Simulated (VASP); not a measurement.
# Al2Pt (Fm-3m) in VASP: notebook, part 2 of 2

VASP 6.6.1. Earlier steps stand in the parts before.

## (3) Electric field gradients, LDA (volume scaled by 1.06)

INCAR

```
PREC     = Accurate       # precision mode
ENCUT    = 520            # plane-wave cutoff, eV
EDIFF    = 1E-8           # SCF threshold, eV
ISMEAR   = -1             # smearing method
SIGMA    = 0.08           # smearing width, eV
LREAL    = False          # projectors in reciprocal space
LASPH    = True           # aspherical terms in the spheres
NELM     = 80             # most SCF steps
ALGO     = Normal         # electronic algorithm
ISIF     = 2              # what is computed and relaxed
LWAVE    = False          # write WAVECAR
LCHARG   = False          # write CHGCAR
GGA      = CA             # functional
LEFG     = True         
NBANDS   = 15             # bands
```

KPOINTS

```
Automatic mesh
0
Gamma
  12 12 12
```

POSCAR

```
Al2Pt
1.0
    0.0000000000      3.0129558903      3.0129558903
    3.0129558903      0.0000000000      3.0129558903
    3.0129558903      3.0129558903      0.0000000000
Al Pt
2 1
Direct
    0.2500000000      0.2500000000      0.2500000000
    0.7500000000      0.7500000000      0.7500000000
    0.0000000000      0.0000000000      0.0000000000
```

Potentials or basis: VASP PAW LDA potentials, release 64 (Al, Pt).

The run is started by

```console
cat potpaw_LDA.64/Al/POTCAR potpaw_LDA.64/Pt/POTCAR > POTCAR
mpirun -np 1 vasp_std > vasp.out
```

OUTCAR:

```text
PREC = Accurate
   ENCUT = 520
   EDIFF = 1E-8
   ISMEAR = -1
   LREAL = False
   LASPH = True
   NELM = 80
   ISIF = 2
   GGA = CA

 ion  position               nearest neighbor table
   1  0.250  0.250  0.250-   3 2.61   3 2.61   3 2.61   3 2.61   2 3.01   2 3.01   2 3.01   2 3.01
                             2 3.01   2 3.01
   2  0.750  0.750  0.750-   3 2.61   3 2.61   3 2.61   3 2.61   1 3.01   1 3.01   1 3.01   1 3.01
                             1 3.01   1 3.01
   3  0.000  0.000  0.000-   2 2.61   2 2.61   2 2.61   1 2.61   1 2.61   1 2.61   2 2.61   1 2.61

  LATTYP: Found a face centered cubic cell.
 ALAT       =     6.0259117806

  Lattice vectors:

 A1 = (   0.0000000000,   3.0129558903,   3.0129558903)
 A2 = (   3.0129558903,   0.0000000000,   3.0129558903)
 A3 = (   3.0129558903,   3.0129558903,   0.0000000000)

Analysis of symmetry for initial positions (statically):
=====================================================================
 Subroutine PRICEL returns:
 Original cell was already a primitive cell.

 Routine SETGRP: Setting up the symmetry group for a
 face centered cubic supercell.

 Subroutine GETGRP returns: Found 48 space group operations
[... 9 lines left out ...]

 Routine SETGRP: Setting up the symmetry group for a
 face centered cubic supercell.

 Subroutine GETGRP returns: Found 48 space group operations
 (whereof 48 operations were pure point group operations)
 out of a pool of 48 trial point group operations.

The dynamic configuration has the point symmetry O_h .

 Subroutine INISYM returns: Found 48 space group operations
 (whereof 48 operations are pure point group operations),
 and found     1 'primitive' translations

----------------------------------------------------------------------------------------

                                     Primitive cell

  volume of cell :      54.7026

  direct lattice vectors                    reciprocal lattice vectors
     0.000000000  3.012955890  3.012955890    -0.165949990  0.165949990  0.165949990
     3.012955890  0.000000000  3.012955890     0.165949990 -0.165949990  0.165949990
     3.012955890  3.012955890  0.000000000     0.165949990  0.165949990 -0.165949990

  length of vectors
     4.260963083  4.260963083  4.260963083     0.287433814  0.287433814  0.287433814

  position of ions in fractional coordinates (direct lattice)
     0.250000000  0.250000000  0.250000000
     0.750000000  0.750000000  0.750000000
     0.000000000  0.000000000  0.000000000

  ion indices of the primitive-cell ions
   primitive index   ion index
                 1           1
                 2           2
                 3           3

----------------------------------------------------------------------------------------

 KPOINTS: Automatic mesh

Automatic generation of k-mesh.
 Grid dimensions read from file:
 generate k-points for:   12   12   12

 Generating k-lattice:

  Cartesian coordinates                     Fractional coordinates (reciprocal lattice)
    -0.013829166  0.013829166  0.013829166     0.083333333  0.000000000  0.000000000
     0.013829166 -0.013829166  0.013829166     0.000000000  0.083333333  0.000000000
[... 78 lines left out ...]
     AMIX_MAG =   1.60;   BMIX_MAG =  1.00
  volume/ion in A,a.u.               =      18.23       123.05
  Fermi-wavevector in a.u.,A,eV,Ry     =   1.086706  2.053577 16.067526  1.180930
  Thomas-Fermi vector in A             =   2.222849
   LORBIT       =      0    0 simple, 1 ext, 2 COOP (PROOUT), +10 PAW based schemes
   GGA     = CA    functional components
   LHFCALC =     F    Hartree Fock is set to
   AEXX    =    0.0000 exact exchange contribution
   IVDW    =     0    specifies the selected vdW correction
   LEPSILON=     F    determine dielectric tensor
   LRPA    =     F    only Hartree local field effects (RPA)
 non-spin polarized calculation
  energy-cutoff  :      520.00
  volume of cell :       54.70
 maximum number of plane-waves:      1488
   NGX = 15   NGY = 15   NGZ = 15

 number of electron      16.0000001 magnetization

 Free energy of the ion-electron system (eV)
  ---------------------------------------------------
  ext. energy  EPLUGINS =         0.00000000
  ---------------------------------------------------
  free energy    TOTEN  =       -18.45836405 eV

  energy without entropy =      -18.43175544  energy(sigma->0) =      -18.44505975

 E-fermi :   7.0531     XC(G=0): -10.6346

 val. band max:        7.0309114371   @ k =  -0.3333   0.3333   0.0000
 cond. band min:       7.0920566145   @ k =   0.3333   0.2500   0.0000
 fundamental gap:      0.0611451774
 Fermi energy:         7.0531417702

 k-point     1 :       0.0000    0.0000    0.0000
  band No.  band energies     occupation
      1      -2.7785      2.00000
      2       2.2605      2.00000
      3       2.2605      2.00000
      4       2.2605      2.00000
      5       3.5604      2.00000
      6       3.5604      2.00000
      7       9.4249      0.00000
      8      10.8146      0.00000
      9      10.8146      0.00000
     10      10.8146      0.00000
     11      12.1169      0.00000
     12      12.1169      0.00000
     13      12.1169      0.00000
     14      13.1173      0.00000
[... 401 lines left out ...]
      2       1.2138      2.00000
      3       2.4868      2.00000
      4       2.7645      2.00000
      5       3.2766      2.00000
      6       3.6344      2.00000
      7       3.9659      2.00000
      8       6.5425      1.99662
      9       7.6943      0.00066
     10      10.3444      0.00000
     11      12.4489      0.00000
     12      12.6055      0.00000
     13      13.6793      0.00000
     14      15.3994      0.00000
     15      15.9852      0.00000

 [... further k-points ...]
[... 5 lines left out ...]
  --------------------------------------------------------------------------------------
  -------------------------------------------------------------------------------------
  Total       -3.4761700     -3.4761700     -3.4761700     -0.0000000      0.0000000     -0.0000000
  in kB     -101.8130082   -101.8130082   -101.8130082     -0.0000000      0.0000000     -0.0000000
  external PRESSURE =    -101.8130082 kB  Pullay stress =       0.0000000 kB

 VOLUME and BASIS-vectors are now :
 -----------------------------------------------------------------------------
  energy-cutoff  :      520.00
  volume of cell :       54.70
      direct lattice vectors                 reciprocal lattice vectors
     0.000000000  3.012955890  3.012955890    -0.165949990  0.165949990  0.165949990
     3.012955890  0.000000000  3.012955890     0.165949990 -0.165949990  0.165949990
     3.012955890  3.012955890  0.000000000     0.165949990  0.165949990 -0.165949990

 POSITION                                       TOTAL-FORCE (eV/Angst)
 -----------------------------------------------------------------------------------
      1.50648      1.50648      1.50648         0.000000      0.000000      0.000000
      4.51943      4.51943      4.51943        -0.000000     -0.000000     -0.000000
      0.00000      0.00000      0.00000        -0.000000     -0.000000     -0.000000
 -----------------------------------------------------------------------------------
    total drift:                                0.000000     -0.000000      0.000000

  FREE ENERGIE OF THE ION-ELECTRON SYSTEM (eV)
  ---------------------------------------------------
  free  energy   TOTEN  =       -18.4583640506 eV

  energy  without entropy=      -18.4317554407  energy(sigma->0) =      -18.44505975

 Electric field gradients (V/A^2)
---------------------------------------------------------------------
 ion       V_xx      V_yy      V_zz      V_xy      V_xz      V_yz
---------------------------------------------------------------------
   1       0.000    -0.000    -0.000     0.000     0.000     0.000
   2       0.000    -0.000    -0.000     0.000     0.000     0.000
   3       0.000    -0.000    -0.000     0.000     0.000     0.000
---------------------------------------------------------------------

 Electric field gradients after diagonalization (V/A^2)
 (convention: |V_zz| > |V_xx| > |V_yy|)
----------------------------------------------------------------------
 ion       V_xx      V_yy      V_zz     asymmetry (V_yy - V_xx)/ V_zz
----------------------------------------------------------------------
   1      -0.000    -0.000     0.000       0.000
   2      -0.000    -0.000     0.000       0.000
   3      -0.000    -0.000     0.000       0.000
----------------------------------------------------------------------

           NMR quadrupolar parameters

 Cq : quadrupolar parameter    Cq=e*Q*V_zz/h
 eta: asymmetry parameters     (V_yy - V_xx)/ V_zz
 Q  : nuclear electric quadrupole moment in mb (millibarn)
----------------------------------------------------------------------
 ion       Cq(MHz)       eta       Q (mb)
----------------------------------------------------------------------
   1       0.000       0.000       1.000
   2       0.000       0.000       1.000
   3       0.000       0.000       1.000
----------------------------------------------------------------------
```

It took 23 s on 1 thread of Intel Xeon Platinum 8559C (Emerald Rapids), shared host; peak memory 0.19 GiB.

What came out:

```
Free energy            : -18.4584 eV
Pressure               : -10.2 GPa
Band gap on the k mesh : zero (band 8 reaches 10.81 eV, above the bottom of band 9 at 5.56 eV)
```

Levels at points of the mesh, in eV from the Fermi level:
| k point | band 5 | band 6 | band 7 | band 8 | band 9 | band 10 | band 11 | band 12 |
| --- | --- | --- | --- | --- | --- | --- | --- | --- |
| (0.00, 0.00, 0.00) | -3.49 | -3.49 | 2.37 | 3.76 | 3.76 | 3.76 | 5.06 | 5.06 |
| (0.50, 0.00, 0.00) | -3.57 | -3.30 | -3.30 | 1.00 | 1.00 | 3.56 | 4.75 | 4.89 |
| (0.50, 0.50, 0.00) | -3.62 | -3.27 | -3.05 | -1.49 | -1.49 | 2.68 | 3.26 | 8.05 |

Caveat: without QUAD_EFG the Cq values of the log hold for a quadrupole moment of 1 mb, not for the nuclei; spin-orbit coupling is left out, which moves the levels of the heavy elements.
